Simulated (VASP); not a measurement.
# CuSi16 (a cell with a defect) in VASP: further runs

CuSi16 (a cell with a defect) is run at these levels: PBE; tasks: single point.

Everything below comes from runs of VASP 6.6.1. Logs are shortened: lines on timing, memory, paths and dates and some standing lists are left out, and cuts for length are marked.

## 1. The cell of the first run

The cell holds a defect, 17 atoms: a = 7.679 Å, b = 7.679 Å, c = 7.679 Å, α = 60.00°, β = 60.00°, γ = 60.00°.

## 2. Single point, PBE

Input file INCAR:

```
SYSTEM = CuSi16
PREC = Accurate
ENCUT = 520
EDIFF = 1E-6
ISMEAR = 0
SIGMA = 0.05
LREAL = Auto
LASPH = .TRUE.
NELM = 100
ALGO = Normal
ISIF = 2
LWAVE = .FALSE.
LCHARG = .TRUE.
GGA = PE
LELF = .TRUE.
LVHAR = .TRUE.
NBANDS = 52
NELECT = 74.0
```

Input file KPOINTS:

```
regular mesh
0
G
  2 2 2
  0 0 0
```

Input file POSCAR:

```
CuSi16
1.0
    0.0000000000      5.4300000000      5.4300000000
    5.4300000000      0.0000000000      5.4300000000
    5.4300000000      5.4300000000      0.0000000000
Si Cu
16 1
Direct
    0.0006395028      0.0095004604     -0.0085188766
    0.1157683241      0.1245069982      0.1328068140
   -0.0201606814      0.0117024862      0.5038654696
    0.1134767956      0.1455384899      0.6204040516
   -0.0030842541      0.4977465009     -0.0063501842
    0.1353893186      0.6362727440      0.0889539595
    0.0152162983      0.5162479742      0.4609951197
    0.1189461326      0.6197015654      0.6222000921
    0.4890046041     -0.0102239411      0.0352810313
    0.6273991713      0.1282599448      0.1307139042
    0.5053742173      0.0063191529      0.5021572744
    0.6091406998      0.1098939227      0.6632414365
    0.5086015654      0.5014895948     -0.0084682320
    0.6236687845      0.6165564457      0.1328431860
    0.5108032228      0.4806168508      0.5039109576
    0.6445443831      0.6143320442      0.6204744015
    0.3119884899      0.8128612339      0.5627275322
```

Potentials or basis: VASP PAW PBE potentials, release 64 (Si, Cu).

Launch:

```sh
> cat potpaw_PBE.64/Si/POTCAR potpaw_PBE.64/Cu/POTCAR > POTCAR
> mpirun -np 1 vasp_std > vasp.out
```

OUTCAR:

```text
SYSTEM = CuSi16
   PREC = Accurate
   ENCUT = 520
   EDIFF = 1E-6
   ISMEAR = 0
   LREAL = Auto
   LASPH = .TRUE.
   NELM = 100
   ISIF = 2
   GGA = PE
   NELECT = 74.0

 ion  position               nearest neighbor table
   1  0.001  0.010  0.991-   4 2.33   2 2.33  10 2.34   6 2.35
   2  0.116  0.125  0.133-   3 2.33   1 2.33   5 2.34   9 2.35
   3  0.980  0.012  0.504-   2 2.33  12 2.34  17 2.37   4 2.41   8 2.46
   4  0.113  0.146  0.620-   1 2.33   7 2.34  17 2.37   3 2.41  11 2.46
   5  0.997  0.498  0.994-   8 2.33   6 2.34   2 2.34  14 2.34
   6  0.135  0.636  0.089-   7 2.33   5 2.34  13 2.35   1 2.35
   7  0.015  0.516  0.461-   8 2.32   6 2.33  16 2.34   4 2.34
   8  0.119  0.620  0.622-   7 2.32   5 2.33  17 2.33  15 2.46   3 2.46
   9  0.489  0.990  0.035-  12 2.33  10 2.34  14 2.35   2 2.35
  10  0.627  0.128  0.131-  11 2.33   9 2.34  13 2.34   1 2.34
  11  0.505  0.006  0.502-  12 2.32  10 2.33  17 2.34   4 2.46  16 2.46
  12  0.609  0.110  0.663-  11 2.32   9 2.33   3 2.34  15 2.34
  13  0.509  0.501  0.992-  16 2.33  14 2.33  10 2.34   6 2.35
  14  0.624  0.617  0.133-  15 2.33  13 2.33   5 2.34   9 2.35
  15  0.511  0.481  0.504-  14 2.33  12 2.34  17 2.37  16 2.41   8 2.46
  16  0.645  0.614  0.620-  13 2.33   7 2.34  17 2.37  15 2.41  11 2.46
  17  0.312  0.813  0.563-   8 2.33  11 2.34  16 2.37   4 2.37   3 2.37  15 2.37

  LATTYP: Found a face centered cubic cell.
 ALAT       =    10.8600000000

  Lattice vectors:

 A1 = (   0.0000000000,   5.4300000000,   5.4300000000)
 A2 = (   5.4300000000,   0.0000000000,   5.4300000000)
 A3 = (   5.4300000000,   5.4300000000,   0.0000000000)

Analysis of symmetry for initial positions (statically):
=====================================================================
 Subroutine PRICEL returns:
 Original cell was already a primitive cell.

 Routine SETGRP: Setting up the symmetry group for a
 face centered cubic supercell.

 Subroutine GETGRP returns: Found  1 space group operations
 (whereof  1 operations were pure point group operations)
 out of a pool of 48 trial point group operations.

The static configuration has the point symmetry C_1 .

Analysis of symmetry for dynamics (positions and initial velocities):
=====================================================================
 Subroutine PRICEL returns:
 Original cell was already a primitive cell.

 Routine SETGRP: Setting up the symmetry group for a
 face centered cubic supercell.

 Subroutine GETGRP returns: Found  1 space group operations
 (whereof  1 operations were pure point group operations)
 out of a pool of 48 trial point group operations.

The dynamic configuration has the point symmetry C_1 .

 Subroutine INISYM returns: Found  1 space group operations
 (whereof  1 operations are pure point group operations),
 and found     1 'primitive' translations

----------------------------------------------------------------------------------------

                                     Primitive cell

  volume of cell :     320.2060

  direct lattice vectors                    reciprocal lattice vectors
     0.000000000  5.430000000  5.430000000    -0.092081031  0.092081031  0.092081031
     5.430000000  0.000000000  5.430000000     0.092081031 -0.092081031  0.092081031
     5.430000000  5.430000000  0.000000000     0.092081031  0.092081031 -0.092081031

  length of vectors
     7.679179644  7.679179644  7.679179644     0.159489025  0.159489025  0.159489025

  position of ions in fractional coordinates (direct lattice)
     0.000639503  0.009500460  0.991481123
     0.115768324  0.124506998  0.132806814
     0.979839319  0.011702486  0.503865470
     0.113476796  0.145538490  0.620404052
     0.996915746  0.497746501  0.993649816
     0.135389319  0.636272744  0.088953960
[... 9 lines left out ...]
     0.644544383  0.614332044  0.620474401
     0.311988490  0.812861234  0.562727532

  ion indices of the primitive-cell ions
   primitive index   ion index
                 1           1
                 2           2
                 3           3
                 4           4
                 5           5
                 6           6
[... 9 lines left out ...]
                16          16
                17          17

----------------------------------------------------------------------------------------

 KPOINTS: regular mesh

Automatic generation of k-mesh.
 Grid dimensions read from file:
 generate k-points for:    2    2    2

 Generating k-lattice:

  Cartesian coordinates                     Fractional coordinates (reciprocal lattice)
    -0.046040516  0.046040516  0.046040516     0.500000000  0.000000000  0.000000000
     0.046040516 -0.046040516  0.046040516     0.000000000  0.500000000  0.000000000
     0.046040516  0.046040516 -0.046040516     0.000000000  0.000000000  0.500000000

  Length of vectors
     0.079744512  0.079744512  0.079744512

  Shift w.r.t. Gamma in fractional coordinates (k-lattice)
     0.000000000  0.000000000  0.000000000

 Subroutine IBZKPT returns following result:
 ===========================================

 Found      8 irreducible k-points:

 Following reciprocal coordinates:
            Coordinates               Weight
  0.000000  0.000000  0.000000      1.000000
  0.500000  0.000000  0.000000      1.000000
  0.000000  0.500000  0.000000      1.000000
  0.000000  0.000000  0.500000      1.000000
  0.500000  0.500000  0.500000      1.000000
  0.500000  0.500000  0.000000      1.000000
  0.000000  0.500000  0.500000      1.000000
  0.500000  0.000000  0.500000      1.000000
   k-points           NKPTS =      8   k-points in BZ     NKDIM =      8   number of bands    NBANDS=     52
   number of dos      NEDOS =    301   number of ions     NIONS =     17
   total plane-waves  NPLWV = 216000
   dimension x,y,z NGX =    60 NGY =   60 NGZ =   60
   dimension x,y,z NGXF=   120 NGYF=  120 NGZF=  120
   ions per type =              16   1
   NGX,Y,Z   is equivalent  to a cutoff of  12.99, 12.99, 12.99 a.u.
   NGXF,Y,Z  is equivalent  to a cutoff of  25.98, 25.98, 25.98 a.u.
 SYSTEM =  CuSi16
   PREC   = accura    normal or accurate (medium, high low for compatibility)
   ISTART =      0    job   : 0-new  1-cont  2-samecut
   ICHARG =      2    charge: 1-file 2-atom 10-const
   ISPIN  =      1    spin polarized calculation?
   LNONCOLLINEAR =      F non collinear calculations
   LSORBIT =      F    spin-orbit coupling
   LASPH  =      T    aspherical Exc in radial PAW
   ENCUT  =  520.0 eV  38.22 Ry    6.18 a.u.  14.28 14.28 14.28*2*pi/ulx,y,z
   NELM   =    100;   NELMIN=  2; NELMDL= -5     # of ELM steps
   EDIFF  = 0.1E-05   stopping-criterion for ELM
   LREAL  =      T    real-space projection
   EDIFFG = 0.1E-04   stopping-criterion for IOM
   NSW    =      0    number of steps for IOM
   IBRION =     -1    ionic relax: 0-MD 1-quasi-New 2-CG
   NFREE  =      0    steps in history (QN), initial steepest desc. (CG)
   ISIF   =      2    stress and relaxation
   ISYM   =      2    0-nonsym 1-usesym 2-fastsym
   POTIM  = 0.5000    time-step for ionic-motion
   TEBEG  =    0.0;   TEEND  =   0.0 temperature during run
   PSTRESS=    0.0 pullay stress
   NELECT =      74.0000    total number of electrons
   NUPDOWN=      -1.0000    fix difference up-down
   EMIN   =  10.00;   EMAX   =-10.00  energy-range for DOS
   EFERMI =   0.00;   METHOD = LEGACY
   ISMEAR =     0;   SIGMA  =   0.05  broadening in eV -4-tet -1-fermi 0-gaus
   EFERMI_NEDOS =   21; number of points for ismear=-14 and -15
   IALGO  =     38    algorithm
   IMIX   =      4    mixing-type and parameters
     AMIX     =   0.40;   BMIX     =  1.00
     AMIX_MAG =   1.60;   BMIX_MAG =  1.00
  volume/ion in A,a.u.               =      18.84       127.11
  Fermi-wavevector in a.u.,A,eV,Ry     =   1.004636  1.898488 13.732283  1.009294
  Thomas-Fermi vector in A             =   2.137265
   LORBIT       =      0    0 simple, 1 ext, 2 COOP (PROOUT), +10 PAW based schemes
   GGA     = PE    functional components
   LHFCALC =     F    Hartree Fock is set to
   AEXX    =    0.0000 exact exchange contribution
   IVDW    =     0    specifies the selected vdW correction
   LEPSILON=     F    determine dielectric tensor
   LRPA    =     F    only Hartree local field effects (RPA)
 non-spin polarized calculation
 Gauss-broadening in eV      SIGMA  =   0.05
  energy-cutoff  :      520.00
  volume of cell :      320.21
 maximum number of plane-waves:      8646
 NGX is ok and might be reduce to    60
   NGX = 29   NGY = 29   NGZ = 29

 number of electron      73.9999994 magnetization

 Free energy of the ion-electron system (eV)
  ---------------------------------------------------
  ext. energy  EPLUGINS =         0.00000000
  ---------------------------------------------------
  free energy    TOTEN  =       -94.17035270 eV

  energy without entropy =      -94.16978603  energy(sigma->0) =      -94.17006937

 E-fermi :   6.3993     XC(G=0):  -9.6167

 val. band max:        6.3126194218   @ k =   0.0000   0.0000   0.0000
 cond. band min:       6.4796187423   @ k =   0.0000   0.0000   0.0000
 fundamental gap:      0.1669993206
 Fermi energy:         6.3993137521

 k-point     1 :       0.0000    0.0000    0.0000
  band No.  band energies     occupation
      1      -5.8997      2.00000
      2      -3.5540      2.00000
      3      -3.5167      2.00000
      4      -3.4845      2.00000
      5      -3.4710      2.00000
      6      -1.9436      2.00000
[... 41 lines left out ...]
     48       8.4144      0.00000
     49       8.5010      0.00000

 k-point     2 :       0.5000    0.0000    0.0000
  band No.  band energies     occupation
      1      -5.1768      2.00000
      2      -5.0016      2.00000
      3      -3.3243      2.00000
      4      -3.2169      2.00000
      5      -3.1092      2.00000
      6      -3.0964      2.00000
[... 304 lines left out ...]
 k-point     8 :       0.5000    0.0000    0.5000
  band No.  band energies     occupation
      1      -4.9322      2.00000
      2      -4.7184      2.00000
      3      -3.9179      2.00000
      4      -3.7738      2.00000
      5      -3.7490      2.00000
      6      -3.7332      2.00000
[... 41 lines left out ...]
     48      10.4261      0.00000
     49      10.4530      0.00000
 [bands above 49 left out]

------------------------ aborting loop because EDIFF is reached ----------------------------------------

  FORCE on cell =-STRESS in cart. coord.  units (eV):
  Direction    XX          YY          ZZ          XY          YZ          ZX
  --------------------------------------------------------------------------------------
  -------------------------------------------------------------------------------------
  Total       -1.2737464     -1.2689600     -0.8976360      1.1796777     -0.0601224     -0.0653557
  in kB       -6.3732956     -6.3493468     -4.4913961      5.9026153     -0.3008275     -0.3270129
  external PRESSURE =      -5.7380128 kB  Pullay stress =       0.0000000 kB

 VOLUME and BASIS-vectors are now :
 -----------------------------------------------------------------------------
  energy-cutoff  :      520.00
  volume of cell :      320.21
      direct lattice vectors                 reciprocal lattice vectors
     0.000000000  5.430000000  5.430000000    -0.092081031  0.092081031  0.092081031
     5.430000000  0.000000000  5.430000000     0.092081031 -0.092081031  0.092081031
     5.430000000  5.430000000  0.000000000     0.092081031  0.092081031 -0.092081031

 POSITION                                       TOTAL-FORCE (eV/Angst)
 -----------------------------------------------------------------------------------
      5.43533      5.38722      0.05506         0.002599      0.001196      0.000035
      1.39721      1.34976      1.30470         0.000237     -0.003368      0.000753
      2.79953      8.05652      5.38407         0.001858     -0.004906     -0.006455
      4.15907      3.98497      1.40645         0.003347     -0.001380      0.002255
      8.09828     10.80877      8.11602         0.000479      0.001713      0.000708
      3.93798      1.21818      4.19012         0.001106     -0.000024     -0.000362
[... 9 lines left out ...]
      6.70500      6.86905      6.83570        -0.002377      0.002932      0.004489
      7.46945      4.74971      6.10793         0.001601      0.000411     -0.001152
 -----------------------------------------------------------------------------------
    total drift:                               -0.001288      0.001943     -0.009334

  FREE ENERGIE OF THE ION-ELECTRON SYSTEM (eV)
  ---------------------------------------------------
  free  energy   TOTEN  =       -94.1703526976 eV

  energy  without entropy=      -94.1697860333  energy(sigma->0) =      -94.17006937
```

It took 3.4 min on 1 thread of Intel Xeon 6975P-C (Granite Rapids), shared host; peak memory 0.5 GiB.

What came out:

```
Free energy   : -94.1704 eV
Largest force : 0.010 eV/Å
```

Forces in eV/Å, atoms in the order of the input:
```
Si   0.003  0.001  0.000
Si   0.000 -0.003  0.001
Si   0.002 -0.005 -0.006
Si   0.003 -0.001  0.002
Si   0.000  0.002  0.001
Si   0.001  0.000  0.000
Si   0.001  0.004 -0.006
Si  -0.002 -0.006 -0.004
Si   0.000 -0.001  0.002
Si  -0.002 -0.001 -0.001
Si   0.004  0.006  0.008
Si  -0.004 -0.005  0.004
Si   0.002  0.002  0.000
Si  -0.002  0.001  0.001
Si  -0.007  0.004 -0.004
Si  -0.002  0.003  0.004
Cu   0.002  0.000 -0.001
```

Caveat: the k points lie up to 0.50 Å⁻¹ apart; the cell carries a net charge on a neutralising background, which shifts energy and pressure; the cell is charged against a uniform background, so pressure and absolute levels hang on convention.

## 3. Single point, PBE

INCAR: that of step 2 with these lines changed.

```diff
@@ -16,3 +16,3 @@
 LVHAR = .TRUE.
+NELECT = 74.0
 NBANDS = 52
-NELECT = 74.0
```

KPOINTS is that of step 2.

Input file POSCAR:

```
CuSi16
1.0
    0.0000000000      5.4300000000      5.4300000000
    5.4300000000      0.0000000000      5.4300000000
    5.4300000000      5.4300000000      0.0000000000
Si Cu
16 1
Direct
    0.0016002762      0.0090936464     -0.0091627072
    0.1161041436      0.1234280847      0.1334262431
   -0.0211804788      0.0119869245      0.5042384899
    0.1130987109      0.1466149171      0.6200554328
   -0.0031423573      0.4967727440     -0.0054103131
    0.1368751381      0.6356992634      0.0879025783
    0.0152204420      0.5170740331      0.4600119705
    0.1174812155      0.6197828729      0.6232285451
    0.4893667587     -0.0117689687      0.0368967772
    0.6282329650      0.1281169429      0.1303907919
    0.5050795580      0.0077640884      0.5018182320
    0.6083943831      0.1096927256      0.6647820442
    0.5101413444      0.5014197974     -0.0099980663
    0.6235427256      0.6151128913      0.1343092081
    0.5092290976      0.4802922652      0.5054959484
    0.6446621547      0.6158621547      0.6188700737
    0.3120107735      0.8143776243      0.5603829650
```

Potentials or basis: VASP PAW PBE potentials, release 64 (Si, Cu).

Launch:

```sh
> cat potpaw_PBE.64/Si/POTCAR potpaw_PBE.64/Cu/POTCAR > POTCAR
> mpirun -np 1 vasp_std > vasp.out
```

It took 12 min on 1 thread of Intel Xeon 8259CL, shared host; peak memory 0.5 GiB.

It converged, with:

| Quantity | Value |
| --- | --- |
| Free energy | -94.1693 eV |
| Largest force | 0.037 eV/Å |

Forces in eV/Å, atoms in the order of the input:
```
Si   0.015  0.007 -0.015
Si  -0.006 -0.012  0.017
Si   0.009  0.034  0.003
Si  -0.035 -0.007 -0.010
Si   0.004  0.003  0.001
Si   0.013 -0.011 -0.008
Si   0.003  0.011  0.002
Si   0.001  0.002  0.035
Si   0.008 -0.014  0.008
Si  -0.003 -0.004 -0.003
Si  -0.007  0.000 -0.033
Si  -0.008 -0.006 -0.002
Si   0.011  0.011 -0.009
Si  -0.009 -0.008  0.009
Si   0.008  0.000  0.025
Si   0.003 -0.004 -0.024
Cu  -0.006 -0.005  0.005
```

Levels at points of the mesh, in eV from the Fermi level:
| k point | band 33 | band 34 | band 35 | band 36 | band 37 | band 38 | band 39 | band 40 | band 41 | band 42 |
| --- | --- | --- | --- | --- | --- | --- | --- | --- | --- | --- |
| (0.00, 0.00, 0.00) | -1.17 | -1.11 | -0.51 | -0.09 | -0.08 | 0.08 | 0.12 | 0.55 | 0.59 | 0.76 |
| (0.50, 0.00, 0.00) | -1.99 | -1.08 | -0.99 | -0.91 | -0.73 | 0.69 | 1.03 | 1.09 | 1.28 | 1.40 |
| (0.00, 0.50, 0.00) | -1.99 | -1.08 | -0.99 | -0.91 | -0.73 | 0.69 | 1.03 | 1.09 | 1.28 | 1.40 |
| (0.00, 0.00, 0.50) | -2.16 | -0.92 | -0.91 | -0.59 | -0.43 | 0.59 | 0.98 | 1.45 | 1.48 | 1.57 |
| (0.50, 0.50, 0.50) | -1.99 | -1.09 | -0.96 | -0.90 | -0.68 | 0.70 | 1.04 | 1.12 | 1.31 | 1.42 |
| (0.50, 0.50, 0.00) | -1.83 | -1.67 | -1.48 | -1.46 | -1.11 | 0.74 | 0.81 | 1.87 | 2.09 | 2.22 |
| (0.00, 0.50, 0.50) | -1.79 | -1.67 | -1.47 | -1.44 | -1.17 | 0.74 | 0.83 | 1.88 | 2.08 | 2.22 |
| (0.50, 0.00, 0.50) | -1.79 | -1.67 | -1.47 | -1.44 | -1.16 | 0.74 | 0.83 | 1.88 | 2.08 | 2.22 |

Caveat: the k points lie up to 0.50 Å⁻¹ apart; the cell carries a net charge on a neutralising background, which shifts energy and pressure; the cell is charged against a uniform background, so pressure and absolute levels hang on convention.
